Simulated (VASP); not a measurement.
# KTaO3 (Pm-3m) in VASP: settings compared

Aim: see how the results for KTaO3 move with the level of theory and the settings. Levels: BLYP+D3(BJ), BLYP+D4, r2SCAN, PBE. Tasks: relaxation of cell and atoms, single point.

All numbers are computed with VASP 6.6.1; they aren't measurements. Logs are shortened: lines on timing, memory, paths and dates and some standing lists are left out, and cuts for length are marked.

## Step 1: The cell of the first run

It takes space group Pm-3m (No. 221, cubic). The conventional cell has a = 3.988 Å, b = 3.988 Å, c = 3.988 Å, α = 90.00°, β = 90.00°, γ = 90.00°. Within 2.6 Å of Ta (site symmetry m-3m) lie 6 O at 1.99 Å. K (site symmetry m-3m) has 12 O at 2.82 Å and 8 Ta at 3.45 Å within 3.7 Å. Within 2.6 Å of O (site symmetry 4/mmm) lie 2 Ta at 1.99 Å.

## Step 2: Relaxation of cell and atoms, BLYP+D3(BJ)

File INCAR:

```
AGGAC = 1.0
AGGAX = 1.0
ALDAC = 0.0
ALDAX = 1.0
ALGO = Normal
EDIFF = 1E-6
EDIFFG = -0.01
ENCUT = 600
GGA = B5
IBRION = 2
ISIF = 3
ISMEAR = -1
IVDW = 12
LASPH = True
LCHARG = False
LREAL = False
LWAVE = False
NELM = 100
NSW = 60
PREC = Accurate
SIGMA = 0.05
VDW_A1 = 0.4298
VDW_A2 = 4.2359
VDW_S6 = 1.0
VDW_S8 = 2.6996
```

File KPOINTS:

```
k-points
0
Gamma
  7 7 7
```

File POSCAR:

```
KTaO3
1.0
    3.9883000000      0.0000000000      0.0000000000
    0.0000000000      3.9883000000      0.0000000000
    0.0000000000      0.0000000000      3.9883000000
Ta K O
1 1 3
Direct
    0.0000000000      0.0000000000      0.0000000000
    0.5000000000      0.5000000000      0.5000000000
    0.0000000000      0.0000000000      0.5000000000
    0.0000000000      0.5000000000      0.0000000000
    0.5000000000      0.0000000000      0.0000000000
```

Potentials or basis: VASP PAW PBE potentials, release 64 (Ta_pv, K_sv, O).

Started as:

```console
$ cat potpaw_PBE.64/Ta_pv/POTCAR potpaw_PBE.64/K_sv/POTCAR potpaw_PBE.64/O/POTCAR > POTCAR
$ mpirun -np 1 vasp_std > vasp.out
```

OUTCAR:

```text
EDIFF = 1E-6
   EDIFFG = -0.01
   ENCUT = 600
   GGA = B5
   IBRION = 2
   ISIF = 3
   ISMEAR = -1
   IVDW = 12
   LASPH = True
   LREAL = False
   NELM = 100
   NSW = 60
   PREC = Accurate
 IVDW          = 12

 ion  position               nearest neighbor table
   1  0.000  0.000  0.000-   3 1.99   4 1.99   5 1.99   3 1.99   4 1.99   5 1.99   2 3.45   2 3.45
                             2 3.45   2 3.45   2 3.45   2 3.45   2 3.45   2 3.45
   2  0.500  0.500  0.500-   3 2.82   4 2.82   5 2.82   4 2.82   5 2.82   3 2.82   5 2.82   5 2.82
                             3 2.82   4 2.82   4 2.82   3 2.82   1 3.45   1 3.45   1 3.45   1 3.45
   3  0.000  0.000  0.500-   1 1.99   1 1.99   2 2.82   2 2.82   2 2.82   2 2.82
   4  0.000  0.500  0.000-   1 1.99   1 1.99   2 2.82   2 2.82   2 2.82   2 2.82
   5  0.500  0.000  0.000-   1 1.99   1 1.99   2 2.82   2 2.82   2 2.82   2 2.82

  LATTYP: Found a simple cubic cell.
 ALAT       =     3.9883000000

  Lattice vectors:

 A1 = (   3.9883000000,   0.0000000000,   0.0000000000)
 A2 = (   0.0000000000,   3.9883000000,   0.0000000000)
 A3 = (   0.0000000000,   0.0000000000,   3.9883000000)

Analysis of symmetry for initial positions (statically):
=====================================================================
 Subroutine PRICEL returns:
 Original cell was already a primitive cell.

 Routine SETGRP: Setting up the symmetry group for a
 simple cubic supercell.

 Subroutine GETGRP returns: Found 48 space group operations
 (whereof 48 operations were pure point group operations)
 out of a pool of 48 trial point group operations.

The static configuration has the point symmetry O_h .

Analysis of symmetry for dynamics (positions and initial velocities):
=====================================================================
 Subroutine PRICEL returns:
 Original cell was already a primitive cell.

 Routine SETGRP: Setting up the symmetry group for a
 simple cubic supercell.

 Subroutine GETGRP returns: Found 48 space group operations
 (whereof 48 operations were pure point group operations)
 out of a pool of 48 trial point group operations.

The dynamic configuration has the point symmetry O_h .

 Subroutine INISYM returns: Found 48 space group operations
 (whereof 48 operations are pure point group operations),
 and found     1 'primitive' translations

----------------------------------------------------------------------------------------

                                     Primitive cell

  volume of cell :      63.4400

  direct lattice vectors                    reciprocal lattice vectors
     3.988300000  0.000000000  0.000000000     0.250733395  0.000000000  0.000000000
     0.000000000  3.988300000  0.000000000     0.000000000  0.250733395  0.000000000
     0.000000000  0.000000000  3.988300000     0.000000000  0.000000000  0.250733395

  length of vectors
     3.988300000  3.988300000  3.988300000     0.250733395  0.250733395  0.250733395

  position of ions in fractional coordinates (direct lattice)
     0.000000000  0.000000000  0.000000000
     0.500000000  0.500000000  0.500000000
     0.000000000  0.000000000  0.500000000
     0.000000000  0.500000000  0.000000000
     0.500000000  0.000000000  0.000000000

  ion indices of the primitive-cell ions
   primitive index   ion index
                 1           1
                 2           2
                 3           3
                 4           4
                 5           5

----------------------------------------------------------------------------------------

 KPOINTS: k-points

Automatic generation of k-mesh.
 Grid dimensions read from file:
 generate k-points for:    7    7    7

 Generating k-lattice:

  Cartesian coordinates                     Fractional coordinates (reciprocal lattice)
     0.035819056  0.000000000  0.000000000     0.142857143  0.000000000  0.000000000
     0.000000000  0.035819056  0.000000000     0.000000000  0.142857143  0.000000000
     0.000000000  0.000000000  0.035819056     0.000000000  0.000000000  0.142857143

  Length of vectors
     0.035819056  0.035819056  0.035819056

  Shift w.r.t. Gamma in fractional coordinates (k-lattice)
     0.000000000  0.000000000  0.000000000

 Subroutine IBZKPT returns following result:
 ===========================================

 Found     20 irreducible k-points:

 Following reciprocal coordinates:
            Coordinates               Weight
  0.000000  0.000000  0.000000      1.000000
  0.142857  0.000000  0.000000      6.000000
  0.285714  0.000000  0.000000      6.000000
  0.428571  0.000000  0.000000      6.000000
  0.142857  0.142857  0.000000     12.000000
  0.285714  0.142857  0.000000     24.000000
[... 12 lines left out ...]
  0.428571  0.428571  0.285714     24.000000
  0.428571  0.428571  0.428571      8.000000
   k-points           NKPTS =     20   k-points in BZ     NKDIM =     20   number of bands    NBANDS=     23
   number of dos      NEDOS =    301   number of ions     NIONS =      5
   total plane-waves  NPLWV =  32768
   dimension x,y,z NGX =    32 NGY =   32 NGZ =   32
   dimension x,y,z NGXF=    64 NGYF=   64 NGZF=   64
   ions per type =               1   1   3
   NGX,Y,Z   is equivalent  to a cutoff of  13.34, 13.34, 13.34 a.u.
   NGXF,Y,Z  is equivalent  to a cutoff of  26.68, 26.68, 26.68 a.u.
 SYSTEM =  unknown system
   PREC   = accura    normal or accurate (medium, high low for compatibility)
   ISTART =      0    job   : 0-new  1-cont  2-samecut
   ICHARG =      2    charge: 1-file 2-atom 10-const
   ISPIN  =      1    spin polarized calculation?
   LNONCOLLINEAR =      F non collinear calculations
   LSORBIT =      F    spin-orbit coupling
   LASPH  =      T    aspherical Exc in radial PAW
   ENCUT  =  600.0 eV  44.10 Ry    6.64 a.u.   7.97  7.97  7.97*2*pi/ulx,y,z
   NELM   =    100;   NELMIN=  2; NELMDL= -5     # of ELM steps
   EDIFF  = 0.1E-05   stopping-criterion for ELM
   LREAL  =      F    real-space projection
   EDIFFG = -.1E-01   stopping-criterion for IOM
   NSW    =     60    number of steps for IOM
   IBRION =      2    ionic relax: 0-MD 1-quasi-New 2-CG
   NFREE  =      1    steps in history (QN), initial steepest desc. (CG)
   ISIF   =      3    stress and relaxation
   ISYM   =      2    0-nonsym 1-usesym 2-fastsym
   POTIM  = 0.5000    time-step for ionic-motion
   TEBEG  =    0.0;   TEEND  =   0.0 temperature during run
   PSTRESS=    0.0 pullay stress
   NELECT =      38.0000    total number of electrons
   NUPDOWN=      -1.0000    fix difference up-down
   EMIN   =  10.00;   EMAX   =-10.00  energy-range for DOS
   EFERMI =   0.00;   METHOD = LEGACY
   ISMEAR =    -1;   SIGMA  =   0.05  broadening in eV -4-tet -1-fermi 0-gaus
   EFERMI_NEDOS =   21; number of points for ismear=-14 and -15
   IALGO  =     38    algorithm
   IMIX   =      4    mixing-type and parameters
     AMIX     =   0.40;   BMIX     =  1.00
     AMIX_MAG =   1.60;   BMIX_MAG =  1.00
  volume/ion in A,a.u.               =      12.69        85.62
  Fermi-wavevector in a.u.,A,eV,Ry     =   1.380008  2.607837 25.911228  1.904422
  Thomas-Fermi vector in A             =   2.504925
   LORBIT       =      0    0 simple, 1 ext, 2 COOP (PROOUT), +10 PAW based schemes
   GGA     = B5    functional components
   LHFCALC =     F    Hartree Fock is set to
   AEXX    =    0.0000 exact exchange contribution
   IVDW    =    12    specifies the selected vdW correction
   LEPSILON=     F    determine dielectric tensor
   LRPA    =     F    only Hartree local field effects (RPA)
 conjugate gradient relaxation of ions
 non-spin polarized calculation
  energy-cutoff  :      600.00
  volume of cell :       63.44
 maximum number of plane-waves:      2146
 NGX is ok and might be reduce to    32
   NGX = 15   NGY = 15   NGZ = 15

--------------------------------------- Ionic step        1  -------------------------------------------

 number of electron      37.9999990 magnetization

 Free energy of the ion-electron system (eV)
  ---------------------------------------------------
  ext. energy  EPLUGINS =         0.00000000
  ---------------------------------------------------
  free energy    TOTEN  =       -39.16737929 eV

  energy without entropy =      -39.16737929  energy(sigma->0) =      -39.16737929

------------------------ aborting loop because EDIFF is reached ----------------------------------------

 Edisp (eV)   -2.70830

 E8    (eV) :    -2.0075

  FORCE on cell =-STRESS in cart. coord.  units (eV):
  Direction    XX          YY          ZZ          XY          YZ          ZX
  --------------------------------------------------------------------------------------
  -------------------------------------------------------------------------------------
  Total       1.76462     1.76462     1.76462    -0.00000    -0.00000     0.00000
  in kB      44.56533    44.56533    44.56533    -0.00000    -0.00000     0.00000
  external pressure =       44.57 kB  Pullay stress =        0.00 kB

 VOLUME and BASIS-vectors are now :
 -----------------------------------------------------------------------------
  energy-cutoff  :      600.00
  volume of cell :       63.44
      direct lattice vectors                 reciprocal lattice vectors
     3.988300000  0.000000000  0.000000000     0.250733395  0.000000000  0.000000000
     0.000000000  3.988300000  0.000000000     0.000000000  0.250733395  0.000000000
     0.000000000  0.000000000  3.988300000     0.000000000  0.000000000  0.250733395

 POSITION                                       TOTAL-FORCE (eV/Angst)
 -----------------------------------------------------------------------------------
      0.00000      0.00000      0.00000         0.000000      0.000000      0.000000
      1.99415      1.99415      1.99415         0.000000      0.000000      0.000000
      0.00000      0.00000      1.99415         0.000000      0.000000      0.000000
      0.00000      1.99415      0.00000         0.000000      0.000000      0.000000
      1.99415      0.00000      0.00000         0.000000      0.000000      0.000000
 -----------------------------------------------------------------------------------
    total drift:                                0.000000      0.000000     -0.000000
[... 34 lines left out ...]
 POSITION                                       TOTAL-FORCE (eV/Angst)
 -----------------------------------------------------------------------------------
      0.00000      0.00000      0.00000         0.000000      0.000000      0.000000
      2.02810      2.02810      2.02810        -0.000000     -0.000000      0.000000
     -0.00000     -0.00000      2.02810         0.000000     -0.000000      0.000000
     -0.00000      2.02810      0.00000         0.000000      0.000000      0.000000
      2.02810     -0.00000      0.00000         0.000000      0.000000      0.000000
 -----------------------------------------------------------------------------------
    total drift:                                0.000000      0.000000     -0.000000

  FREE ENERGIE OF THE ION-ELECTRON SYSTEM (eV)
  ---------------------------------------------------
  free  energy   TOTEN  =       -41.8640764197 eV

  energy  without entropy=      -41.8640764196  energy(sigma->0) =      -41.86407642

--------------------------------------- Ionic step        3  -------------------------------------------

 number of electron      38.0000003 magnetization

 Free energy of the ion-electron system (eV)
  ---------------------------------------------------
  ext. energy  EPLUGINS =         0.00000000
  ---------------------------------------------------
  free energy    TOTEN  =       -39.24759970 eV

  energy without entropy =      -39.24759970  energy(sigma->0) =      -39.24759970

 E-fermi :   3.0867     XC(G=0): -10.3257

 val. band max:        1.9137040698   @ k =   0.4286   0.4286   0.4286
 cond. band min:       4.1415385467   @ k =   0.0000   0.0000   0.0000
 fundamental gap:      2.2278344769
 Fermi energy:         3.0867264892

 k-point     1 :       0.0000    0.0000    0.0000
  band No.  band energies     occupation
      1     -32.1098      2.00000
      2     -32.1098      2.00000
      3     -32.1098      2.00000
      4     -25.3798      2.00000
      5     -15.3817      2.00000
      6     -14.6991      2.00000
[... 15 lines left out ...]
     22       4.1415      0.00000
     23       8.5990      0.00000

 k-point     2 :       0.1429    0.0000    0.0000
  band No.  band energies     occupation
      1     -32.1253      2.00000
      2     -32.1092      2.00000
      3     -32.1092      2.00000
      4     -25.3752      2.00000
      5     -15.3275      2.00000
      6     -14.6951      2.00000
[... 500 lines left out ...]
 VOLUME and BASIS-vectors are now :
 -----------------------------------------------------------------------------
  energy-cutoff  :      600.00
  volume of cell :       64.87
      direct lattice vectors                 reciprocal lattice vectors
     4.017992089 -0.000000000  0.000000000     0.248880530  0.000000000  0.000000000
    -0.000000000  4.017992089  0.000000000     0.000000000  0.248880530  0.000000000
    -0.000000000 -0.000000000  4.017992089    -0.000000000 -0.000000000  0.248880530

 POSITION                                       TOTAL-FORCE (eV/Angst)
 -----------------------------------------------------------------------------------
      0.00000      0.00000      0.00000         0.000000      0.000000      0.000000
      2.00900      2.00900      2.00900        -0.000000     -0.000000      0.000000
     -0.00000     -0.00000      2.00900         0.000000     -0.000000      0.000000
     -0.00000      2.00900      0.00000         0.000000      0.000000      0.000000
      2.00900     -0.00000      0.00000         0.000000      0.000000      0.000000
 -----------------------------------------------------------------------------------
    total drift:                                0.000000      0.000000     -0.000000

  FREE ENERGIE OF THE ION-ELECTRON SYSTEM (eV)
  ---------------------------------------------------
  free  energy   TOTEN  =       -41.8949907071 eV

  energy  without entropy=      -41.8949907071  energy(sigma->0) =      -41.89499071

 reached required accuracy - stopping structural energy minimisation
```

Wall time 72 s (1 thread of Intel Xeon 6975P-C (Granite Rapids), shared host); peak memory 0.21 GiB.

What came out:

```
Free energy                            : -41.8950 eV
Relaxed volume                         : 12.97 Å³/atom
Relaxed cell                           : a = 4.018 Å, b = 4.018 Å, c = 4.018 Å, α = 90.00°, β = 90.00°, γ = 90.00°
Space group after relaxing (to 0.05 Å) : Pm-3m (No. 221)
Energy gained by relaxing              : 3.9 meV/atom
Ionic steps                            : 3
Pressure after relaxing                : 0.0 GPa
Band gap on the k mesh                 : 2.23 eV, indirect (least direct gap 2.79 eV)
Dispersion energy per atom             : -0.529 eV
```

The path:
| step | energy change (eV) | largest force (eV/Å) | pressure (GPa) | volume (Å³) |
| --- | --- | --- | --- | --- |
| 1 | 0.0000 | 0.0000 | 4.46 | 63.44 |
| 2 | 0.0116 | 0.0000 | -5.14 | 66.74 |
| 3 | -0.0193 | 0.0000 | -0.05 | 64.87 |

Final structure:
```
CELL_PARAMETERS angstrom
4.01799 0.00000 0.00000
0.00000 4.01799 0.00000
0.00000 0.00000 4.01799
ATOMIC_POSITIONS crystal
Ta 0.00000 0.00000 0.00000
K 0.50000 0.50000 0.50000
O 0.00000 0.00000 0.50000
O 0.00000 0.50000 0.00000
O 0.50000 0.00000 0.00000
```

Levels at points of the mesh, in eV from the valence-band top:
| k point | band 17 | band 18 | band 19 | band 20 | band 21 | band 22 |
| --- | --- | --- | --- | --- | --- | --- |
| (0.00, 0.00, 0.00) | -0.57 | -0.57 | -0.57 | 2.23 | 2.23 | 2.23 |

Caveat: the PAW data sets were made with another functional, which shifts forces and pressure a little; spin-orbit coupling is left out, which moves the levels of the heavy elements. As with any semilocal functional, this BLYP gap is likely too small.

(Continued in part 2 of 3.)
